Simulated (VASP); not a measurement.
# Mo (P6/mmm) in VASP: a series of runs

Runs on Mo. Level: RPBE. Tasks: single point.

Everything below comes from runs of VASP 6.6.1. Logs are shortened: lines on timing, memory, paths and dates and some standing lists are left out, and cuts for length are marked.

### 1 The cell of the first run

Symmetry: P6/mmm, No. 191, hexagonal system. Conventional cell: a = 4.495 Å, b = 4.495 Å, c = 2.468 Å, α = 90.00°, β = 90.00°, γ = 120.00°. Within 3.3 Å of Mo (site symmetry 6/mmm) lie 14 Mo at 2.47 to 2.87 Å. Within 3.3 Å of Mo (site symmetry -6m2) lie 11 Mo at 2.47 to 2.87 Å.

This isn't the form of Mo at room conditions, which is bcc.

### 2 Single point, RPBE (14.39 Å³/atom)

INCAR reads:

```
PREC     = Accurate       # precision mode
ENCUT    = 520            # plane-wave cutoff, eV
EDIFF    = 1E-6           # SCF threshold, eV
ISMEAR   = -1             # smearing method
SIGMA    = 0.1            # smearing width, eV
LREAL    = False          # projectors in reciprocal space
LASPH    = True           # aspherical terms in the spheres
NELM     = 60             # most SCF steps
ALGO     = Normal         # electronic algorithm
ISIF     = 2              # what is computed and relaxed
LWAVE    = False          # write WAVECAR
LCHARG   = False          # write CHGCAR
GGA      = RP             # functional
NBANDS   = 28             # bands
```

KPOINTS reads:

```
regular mesh
0
Gamma
  9 9 14
```

POSCAR reads:

```
Mo
1.0
    4.4950220006      0.0000000000      0.0000000000
   -2.2475110003      3.8928032431      0.0000000000
    0.0000000000      0.0000000000      2.4677992335
Mo
3
Direct
    0.0000000000      1.0000000000      0.0000000000
    0.3333333333      0.6666666667      0.5000000000
    0.6666666667      0.3333333333      0.5000000000
```

Potentials or basis: VASP PAW PBE potentials, release 64 (Mo_sv).

Launch:

```
cat potpaw_PBE.64/Mo_sv/POTCAR > POTCAR
mpirun -np 1 vasp_std > vasp.out
```

OUTCAR:

```text
PREC = Accurate
   ENCUT = 520
   EDIFF = 1E-6
   ISMEAR = -1
   LREAL = False
   LASPH = True
   NELM = 60
   ISIF = 2
   GGA = RP

 ion  position               nearest neighbor table
   1  0.000  0.000  0.000-   2 2.87   3 2.87   2 2.87   3 2.87   3 2.87   3 2.87   2 2.87   2 2.87
                             3 2.87   3 2.87   2 2.87   2 2.87
   2  0.333  0.667  0.500-   3 2.60   3 2.60   3 2.60   1 2.87   1 2.87   1 2.87   1 2.87   1 2.87
                             1 2.87
   3  0.667  0.333  0.500-   2 2.60   2 2.60   2 2.60   1 2.87   1 2.87   1 2.87   1 2.87   1 2.87
                             1 2.87

  LATTYP: Found a hexagonal cell.
 ALAT       =     4.4950220006
 C/A-ratio  =     0.5490071535

  Lattice vectors:

 A1 = (   4.4950220006,   0.0000000000,   0.0000000000)
 A2 = (  -2.2475110003,   3.8928032431,   0.0000000000)
 A3 = (   0.0000000000,   0.0000000000,   2.4677992335)

Analysis of symmetry for initial positions (statically):
=====================================================================
 Subroutine PRICEL returns:
 Original cell was already a primitive cell.

 Routine SETGRP: Setting up the symmetry group for a
 hexagonal supercell.

 Subroutine GETGRP returns: Found 24 space group operations
 (whereof 24 operations were pure point group operations)
 out of a pool of 24 trial point group operations.

The static configuration has the point symmetry D_6h.

Analysis of symmetry for dynamics (positions and initial velocities):
=====================================================================
 Subroutine PRICEL returns:
 Original cell was already a primitive cell.

 Routine SETGRP: Setting up the symmetry group for a
 hexagonal supercell.

 Subroutine GETGRP returns: Found 24 space group operations
 (whereof 24 operations were pure point group operations)
 out of a pool of 24 trial point group operations.

The dynamic configuration has the point symmetry D_6h.

 Subroutine INISYM returns: Found 24 space group operations
 (whereof 24 operations are pure point group operations),
 and found     1 'primitive' translations

----------------------------------------------------------------------------------------

                                     Primitive cell

  volume of cell :      43.1821

  direct lattice vectors                    reciprocal lattice vectors
     4.495022001  0.000000000  0.000000000     0.222468322  0.128442145  0.000000000
    -2.247511000  3.892803243  0.000000000     0.000000000  0.256884291  0.000000000
     0.000000000  0.000000000  2.467799234     0.000000000  0.000000000  0.405219349

  length of vectors
     4.495022001  4.495022001  2.467799234     0.256884291  0.256884291  0.405219349

  position of ions in fractional coordinates (direct lattice)
     0.000000000  0.000000000  0.000000000
     0.333333333  0.666666667  0.500000000
     0.666666667  0.333333333  0.500000000

  ion indices of the primitive-cell ions
   primitive index   ion index
                 1           1
                 2           2
                 3           3

----------------------------------------------------------------------------------------

 KPOINTS: regular mesh

Automatic generation of k-mesh.
 Grid dimensions read from file:
 generate k-points for:    9    9   14

 Generating k-lattice:

  Cartesian coordinates                     Fractional coordinates (reciprocal lattice)
     0.024718702  0.014271349  0.000000000     0.111111111  0.000000000  0.000000000
     0.000000000  0.028542699  0.000000000     0.000000000  0.111111111  0.000000000
     0.000000000  0.000000000  0.028944239     0.000000000  0.000000000  0.071428571

  Length of vectors
     0.028542699  0.028542699  0.028944239

  Shift w.r.t. Gamma in fractional coordinates (k-lattice)
     0.000000000  0.000000000  0.000000000

 Subroutine IBZKPT returns following result:
 ===========================================

 Found     96 irreducible k-points:

 Following reciprocal coordinates:
            Coordinates               Weight
  0.000000  0.000000  0.000000      1.000000
  0.111111  0.000000  0.000000      6.000000
  0.222222 -0.000000  0.000000      6.000000
  0.333333  0.000000  0.000000      6.000000
  0.444444 -0.000000  0.000000      6.000000
  0.111111  0.111111  0.000000      6.000000
[... 16 lines left out ...]
  0.333333  0.222222  0.071429     24.000000
  0.333333  0.333333  0.071429      4.000000
 [... further k-points ...]
   k-points           NKPTS =     96   k-points in BZ     NKDIM =     96   number of bands    NBANDS=     28
   number of dos      NEDOS =    301   number of ions     NIONS =      3
   total plane-waves  NPLWV =  23328
   dimension x,y,z NGX =    36 NGY =   36 NGZ =   18
   dimension x,y,z NGXF=    72 NGYF=   72 NGZF=   36
   ions per type =               3
   NGX,Y,Z   is equivalent  to a cutoff of  13.31, 13.31, 12.13 a.u.
   NGXF,Y,Z  is equivalent  to a cutoff of  26.63, 26.63, 24.25 a.u.
 SYSTEM =  unknown system
   PREC   = accura    normal or accurate (medium, high low for compatibility)
   ISTART =      0    job   : 0-new  1-cont  2-samecut
   ICHARG =      2    charge: 1-file 2-atom 10-const
   ISPIN  =      1    spin polarized calculation?
   LNONCOLLINEAR =      F non collinear calculations
   LSORBIT =      F    spin-orbit coupling
   LASPH  =      T    aspherical Exc in radial PAW
   ENCUT  =  520.0 eV  38.22 Ry    6.18 a.u.   8.36  8.36  4.59*2*pi/ulx,y,z
   NELM   =     60;   NELMIN=  2; NELMDL= -5     # of ELM steps
   EDIFF  = 0.1E-05   stopping-criterion for ELM
   LREAL  =      F    real-space projection
   EDIFFG = 0.1E-04   stopping-criterion for IOM
   NSW    =      0    number of steps for IOM
   IBRION =     -1    ionic relax: 0-MD 1-quasi-New 2-CG
   NFREE  =      0    steps in history (QN), initial steepest desc. (CG)
   ISIF   =      2    stress and relaxation
   ISYM   =      2    0-nonsym 1-usesym 2-fastsym
   POTIM  = 0.5000    time-step for ionic-motion
   TEBEG  =    0.0;   TEEND  =   0.0 temperature during run
   PSTRESS=    0.0 pullay stress
   NELECT =      42.0000    total number of electrons
   NUPDOWN=      -1.0000    fix difference up-down
   EMIN   =  10.00;   EMAX   =-10.00  energy-range for DOS
   EFERMI =   0.00;   METHOD = LEGACY
   ISMEAR =    -1;   SIGMA  =   0.10  broadening in eV -4-tet -1-fermi 0-gaus
   EFERMI_NEDOS =   21; number of points for ismear=-14 and -15
   IALGO  =     38    algorithm
   IMIX   =      4    mixing-type and parameters
     AMIX     =   0.40;   BMIX     =  1.00
     AMIX_MAG =   1.60;   BMIX_MAG =  1.00
  volume/ion in A,a.u.               =      14.39        97.14
  Fermi-wavevector in a.u.,A,eV,Ry     =   1.622021  3.065176 35.796291  2.630953
  Thomas-Fermi vector in A             =   2.715702
   LORBIT       =      0    0 simple, 1 ext, 2 COOP (PROOUT), +10 PAW based schemes
   GGA     = RP    functional components
   LHFCALC =     F    Hartree Fock is set to
   AEXX    =    0.0000 exact exchange contribution
   IVDW    =     0    specifies the selected vdW correction
   LEPSILON=     F    determine dielectric tensor
   LRPA    =     F    only Hartree local field effects (RPA)
 non-spin polarized calculation
  energy-cutoff  :      520.00
  volume of cell :       43.18
 maximum number of plane-waves:      1209
 NGX is ok and might be reduce to    36
   NGX = 17   NGY = 17   NGZ =  9

 number of electron      41.9999994 magnetization

 Free energy of the ion-electron system (eV)
  ---------------------------------------------------
  ext. energy  EPLUGINS =         0.00000000
  ---------------------------------------------------
  free energy    TOTEN  =       -29.30476044 eV

  energy without entropy =      -29.19083284  energy(sigma->0) =      -29.24779664

 E-fermi :  13.8470     XC(G=0): -13.7658

 val. band max:       13.8457019503   @ k =   0.2222  -0.0000   0.0714
 cond. band min:      13.8584044664   @ k =   0.1111   0.0000   0.4286
 fundamental gap:      0.0127025162
 Fermi energy:        13.8470102038

 k-point     1 :       0.0000    0.0000    0.0000
  band No.  band energies     occupation
      1     -47.2534      2.00000
      2     -46.9794      2.00000
      3     -46.7875      2.00000
      4     -21.5733      2.00000
      5     -21.5733      2.00000
      6     -21.4542      2.00000
[... 20 lines left out ...]
     27      18.7621      0.00000
     28      18.7621      0.00000

 k-point     2 :       0.1111    0.0000    0.0000
  band No.  band energies     occupation
      1     -47.2433      2.00000
      2     -46.9818      2.00000
      3     -46.7959      2.00000
      4     -21.6968      2.00000
      5     -21.6645      2.00000
      6     -21.3169      2.00000
[... 20 lines left out ...]
     27      18.5204      0.00000
     28      18.7235      0.00000

 k-point     3 :       0.2222   -0.0000    0.0000
  band No.  band energies     occupation
      1     -47.2159      2.00000
      2     -46.9874      2.00000
      3     -46.8194      2.00000
      4     -21.8370      2.00000
      5     -21.7019      2.00000
      6     -21.1372      2.00000
[... 20 lines left out ...]
     27      17.9087      0.00000
     28      18.6054      0.00000

 k-point     4 :       0.3333    0.0000    0.0000
  band No.  band energies     occupation
      1     -47.1802      2.00000
      2     -46.9925      2.00000
      3     -46.8518      2.00000
      4     -21.9393      2.00000
      5     -21.6298      2.00000
      6     -20.9985      2.00000
[... 578 lines left out ...]
     27      17.5146      0.00000
     28      18.0466      0.00000

 k-point    23 :       0.3333    0.2222    0.0714
  band No.  band energies     occupation
      1     -47.1297      2.00000
      2     -46.9579      2.00000
      3     -46.8902      2.00000
      4     -21.8076      2.00000
      5     -21.5815      2.00000
      6     -21.3438      2.00000
[... 20 lines left out ...]
     27      17.6350      0.00000
     28      17.8690      0.00000

 k-point    24 :       0.3333    0.3333    0.0714
  band No.  band energies     occupation
      1     -47.1247      2.00000
      2     -46.9267      2.00000
      3     -46.9267      2.00000
      4     -21.6935      2.00000
      5     -21.5455      2.00000
      6     -21.5455      2.00000
[... 20 lines left out ...]
     27      17.2599      0.00000
     28      17.9150      0.00000

 [... further k-points ...]

------------------------ aborting loop because EDIFF is reached ----------------------------------------

  FORCE on cell =-STRESS in cart. coord.  units (eV):
  Direction    XX          YY          ZZ          XY          YZ          ZX
  --------------------------------------------------------------------------------------
  -------------------------------------------------------------------------------------
  Total       10.1021507     10.1021507     11.1037361      0.0000000     -0.0000000      0.0000000
  in kB      374.8179018    374.8179018    411.9795080      0.0000000     -0.0000000      0.0000000
  external PRESSURE =     387.2051039 kB  Pullay stress =       0.0000000 kB

 VOLUME and BASIS-vectors are now :
 -----------------------------------------------------------------------------
  energy-cutoff  :      520.00
  volume of cell :       43.18
      direct lattice vectors                 reciprocal lattice vectors
     4.495022001  0.000000000  0.000000000     0.222468322  0.128442145  0.000000000
    -2.247511000  3.892803243  0.000000000     0.000000000  0.256884291  0.000000000
     0.000000000  0.000000000  2.467799234     0.000000000  0.000000000  0.405219349

 POSITION                                       TOTAL-FORCE (eV/Angst)
 -----------------------------------------------------------------------------------
      0.00000      0.00000      0.00000        -0.000000      0.000000     -0.000000
     -0.00000      2.59520      1.23390         0.000000     -0.000000      0.000000
      2.24751      1.29760      1.23390        -0.000000      0.000000     -0.000000
 -----------------------------------------------------------------------------------
    total drift:                                0.000000      0.000000     -0.000000

  FREE ENERGIE OF THE ION-ELECTRON SYSTEM (eV)
  ---------------------------------------------------
  free  energy   TOTEN  =       -29.3047604358 eV

  energy  without entropy=      -29.1908328415  energy(sigma->0) =      -29.24779664
```

Wall time 52 s (1 thread of Intel Xeon Platinum 8488C (Sapphire Rapids), shared host); peak memory 0.22 GiB.

Results:

| Quantity | Value |
| --- | --- |
| Free energy | -29.3048 eV |
| Pressure | 38.7 GPa |
| Band gap on the k mesh | zero (bands 21 and 22 overlap by 1.62 eV) |

Levels at points of the mesh, in eV from the Fermi level:
| k point | band 17 | band 18 | band 19 | band 20 | band 21 | band 22 | band 23 | band 24 | band 25 | band 26 |
| --- | --- | --- | --- | --- | --- | --- | --- | --- | --- | --- |
| (0.00, 0.00, 0.00) | -2.38 | -2.38 | -2.31 | -2.31 | -0.69 | -0.69 | 1.93 | 1.93 | 2.01 | 2.01 |
| (0.00, 0.00, 0.50) | -2.78 | -1.44 | -1.42 | -1.42 | 0.12 | 0.12 | 2.74 | 2.74 | 3.54 | 3.54 |

Caveat: the cell stands under pressure; the PAW data sets were made with another functional, which shifts forces and pressure a little.

(Continued in part 2 of 2.)
